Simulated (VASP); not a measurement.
# LuH2 (Fm-3m) in VASP: a series of runs, part 2 of 2

VASP 6.6.1.

**4. Relaxation of the atoms, r2SCAN**

This run uses another cell than the first one, of 9.96 Å³/atom.

Contents of POSCAR:

```
LuH2
1.0
    0.0000000000      2.4631206700      2.4631206700
    2.4631206700      0.0000000000      2.4631206700
    2.4631206700      2.4631206700      0.0000000000
Lu H
1 2
Direct
    0.0000000000      0.0000000000      0.0000000000
    0.2500000000      0.2500000000      0.2500000000
    0.7500000000      0.7500000000      0.7500000000
```

Contents of INCAR.step1:

```
SYSTEM = LuH2
ALGO     = Normal         ! electronic algorithm
EDIFF    = 1E-4           ! SCF threshold, eV
ENCUT    = 520            ! plane-wave cutoff, eV
GGA      = PE             ! functional
ISMEAR   = -1             ! smearing method
LASPH    = .True.         ! aspherical terms in the spheres
LCHARG   = .False.        ! write CHGCAR
LREAL    = .False.        ! projectors in reciprocal space
LWAVE    = .True.         ! write WAVECAR
NELM     = 100            ! most SCF steps
PREC     = Accurate       ! precision mode
SIGMA    = 0.1            ! smearing width, eV
```

Contents of INCAR.step2:

```
SYSTEM = LuH2
ALGO     = Normal         ! electronic algorithm
EDIFF    = 1E-7           ! SCF threshold, eV
EDIFFG   = -0.01          ! ionic threshold
ENCUT    = 520            ! plane-wave cutoff, eV
IBRION   = 2              ! ionic algorithm
ISIF     = 2              ! what is computed and relaxed
ISMEAR   = -1             ! smearing method
ISTART   = 1            
LASPH    = .True.         ! aspherical terms in the spheres
LCHARG   = .False.        ! write CHGCAR
LMIXTAU  = .True.       
LREAL    = .False.        ! projectors in reciprocal space
LWAVE    = .False.        ! write WAVECAR
METAGGA  = R2SCAN         ! meta-GGA
NELM     = 100            ! most SCF steps
NSW      = 50             ! ionic steps
PREC     = Accurate       ! precision mode
SIGMA    = 0.1            ! smearing width, eV
```

Contents of KPOINTS:

```
k-points
0
Gamma
  12 12 12
  0 0 0
```

Potentials or basis: VASP PAW PBE potentials, release 64 (Lu, H).

Started as:

```bash
> cat potpaw_PBE.64/Lu/POTCAR potpaw_PBE.64/H/POTCAR > POTCAR
> cp INCAR.step1 INCAR
> mpirun -np 1 vasp_std > vasp.out
> cp INCAR.step2 INCAR
> mpirun -np 1 vasp_std > vasp.out
```

OUTCAR:

```text
SYSTEM = LuH2
   EDIFF = 1E-7
   EDIFFG = -0.01
   ENCUT = 520
   IBRION = 2
   ISIF = 2
   ISMEAR = -1
   ISTART = 1
   LASPH = .True.
   LREAL = .False.
   METAGGA = R2SCAN
   NELM = 100
   NSW = 50
   PREC = Accurate

 ion  position               nearest neighbor table
   1  0.000  0.000  0.000-   3 2.13   3 2.13   3 2.13   2 2.13   2 2.13   2 2.13   3 2.13   2 2.13

   2  0.250  0.250  0.250-   1 2.13   1 2.13   1 2.13   1 2.13
   3  0.750  0.750  0.750-   1 2.13   1 2.13   1 2.13   1 2.13

  LATTYP: Found a face centered cubic cell.
[... 677 lines left out ...]
  Direction    XX          YY          ZZ          XY          YZ          ZX
  --------------------------------------------------------------------------------------
  -------------------------------------------------------------------------------------
  Total        0.9350831      0.9350831      0.9350831      0.0000000     -0.0000000      0.0000000
  in kB       50.1272300     50.1272300     50.1272300      0.0000000     -0.0000000      0.0000000
  external PRESSURE =      50.1272300 kB  Pullay stress =       0.0000000 kB

 VOLUME and BASIS-vectors are now :
 -----------------------------------------------------------------------------
  energy-cutoff  :      520.00
  volume of cell :       29.89
      direct lattice vectors                 reciprocal lattice vectors
     0.000000000  2.463120670  2.463120670    -0.202994521  0.202994521  0.202994521
     2.463120670  0.000000000  2.463120670     0.202994521 -0.202994521  0.202994521
     2.463120670  2.463120670  0.000000000     0.202994521  0.202994521 -0.202994521

 POSITION                                       TOTAL-FORCE (eV/Angst)
 -----------------------------------------------------------------------------------
      0.00000      0.00000      0.00000         0.000000     -0.000000     -0.000000
      1.23156      1.23156      1.23156        -0.000000     -0.000000     -0.000000
      3.69468      3.69468      3.69468         0.000000      0.000000      0.000000
 -----------------------------------------------------------------------------------
    total drift:                               -0.000000     -0.000000     -0.000000

  FREE ENERGIE OF THE ION-ELECTRON SYSTEM (eV)
  ---------------------------------------------------
  free  energy   TOTEN  =       -47.2394879923 eV

  energy  without entropy=      -47.2246070989  energy(sigma->0) =      -47.23204755

 reached required accuracy - stopping structural energy minimisation
```

Run time: 5.1 min. Hardware: 1 thread of Intel Xeon 8259CL, shared host; peak memory 0.21 GiB.

What came out:

```
Free energy             : -47.2395 eV
Pressure after relaxing : 5.0 GPa
Band gap on the k mesh  : zero (an odd number of electrons rules out a gap without spin polarisation)
```

Final structure:
```
Lu H
1.0
     0.00000    2.46312    2.46312
     2.46312    0.00000    2.46312
     2.46312    2.46312    0.00000
Lu H
1 2
Direct
  0.00000 0.00000 0.00000
  0.25000 0.25000 0.25000
  0.75000 0.75000 0.75000
```

Levels at points of the mesh, in eV from the Fermi level:
```
           k point  band 9  band 10  band 11  band 12  band 13  band 14  band 15  band 16  band 17
(0.00, 0.00, 0.00)   -5.07    -4.99    -4.99    -4.99    -0.80     1.64     1.64     1.64     4.79
(0.50, 0.00, 0.00)   -5.05    -5.01    -5.01    -4.98    -4.19     1.71     1.71     5.09     6.40
(0.50, 0.50, 0.00)   -5.06    -5.03    -5.02    -5.02    -4.23    -2.50     6.62     6.69     6.69
```

Caveat: the relaxation stopped at its first step, so nothing moved; the PAW data sets were made with another functional, which shifts forces and pressure a little; spin-orbit coupling is left out, which moves the levels of the heavy elements.

**5. The runs side by side**

| cell | gap on the mesh (eV) | pressure (GPa) |
| --- | --- | --- |
| atoms relaxed from a = 3.600 Å, angles 60.0°, 3 atoms | none | -4.8 |
| atoms relaxed from a = 3.459 Å, angles 60.0°, 3 atoms | none | 7.4 |
| atoms relaxed from a = 3.483 Å, angles 60.0°, 3 atoms | none | 5.0 |

Alike in all rows: task relaxation of the atoms; level r2SCAN; potentials or basis VASP PAW PBE potentials, release 64 (Lu, H); no spin polarisation; k mesh 12 × 12 × 12; cutoff (eV) 520; smearing fermi-dirac 0.1 eV.

Caveats: the relaxation stopped at its first step, so nothing moved; the PAW data sets were made with another functional, which shifts forces and pressure a little; spin-orbit coupling is left out, which moves the levels of the heavy elements.

Total energies depend on the potentials used, so only differences within one code and one set of settings carry meaning.
